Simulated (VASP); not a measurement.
**TiSi2: single point with PBE**

Crystal: TiSi2.

```
CELL_PARAMETERS angstrom
0.00000 3.78890 5.09759
2.20257 0.00000 5.09759
2.20257 3.78890 0.00000
ATOMIC_POSITIONS crystal
Ti 0.75000 0.75000 0.75000
Ti 0.50000 0.50000 0.50000
Si 0.08682 0.41318 0.08682
Si 0.41318 0.08682 0.41318
Si 0.16318 0.83682 0.16318
Si 0.83682 0.16318 0.83682
```

This cell differs from its parent crystal: ratio of the length along z to the lengths across it x 1.3, volume and fractional coordinates fixed.

```json
{"Program": "VASP 6.6.1", "Task": "single point", "Functional": "PBE", "Potentials or basis": "VASP PAW PBE potentials, release 64 (Ti_sv, Si)", "Cutoff": "520 eV", "k mesh": "14 × 14 × 14", "Occupations": "gaussian, width 0.15 eV", "Spin": "no spin polarisation"}
```

- Pressure: 8.8 GPa
- Largest force: 0.068 eV/Å
- Band gap on the k mesh: zero (band 20 reaches 10.43 eV, above the bottom of band 21 at 9.57 eV)

Forces on the atoms (eV/Å):
```
Ti   0.000  0.000  0.000
Ti   0.000  0.000  0.000
Si   0.000  0.068  0.000
Si   0.000 -0.068  0.000
Si   0.000 -0.068  0.000
Si   0.000  0.068  0.000
```

Stress tensor (GPa, compression positive):
```
 25.72   0.00   0.00
  0.00  24.95   0.00
  0.00   0.00 -24.30
```

Levels at points of the mesh, in eV from the Fermi level:
```tsv
k point	band 16	band 17	band 18	band 19	band 20	band 21	band 22	band 23	band 24	band 25
(0.00, 0.00, 0.00)	-3.03	-2.15	-0.37	-0.27	-0.12	-0.11	1.15	2.57	2.69	3.01
(0.50, 0.00, 0.00)	-2.18	-1.97	-0.75	-0.31	0.16	0.32	1.11	1.13	2.21	2.72
(0.50, 0.50, 0.00)	-2.77	-1.58	-1.58	-0.34	-0.34	-0.10	-0.10	2.90	2.90	3.31
(0.50, 0.00, 0.50)	-3.10	-2.15	-2.15	-0.12	-0.12	0.96	0.96	2.69	2.69	3.22
(0.00, 0.50, 0.50)	-1.23	-1.01	-1.01	-0.91	-0.91	-0.03	-0.03	2.78	2.78	2.91
```

Wall time 17 min on 1 thread of Intel(R) Xeon(R) Platinum 8488C (Sapphire Rapids), with other jobs on the host, peak memory 0.9 GiB.
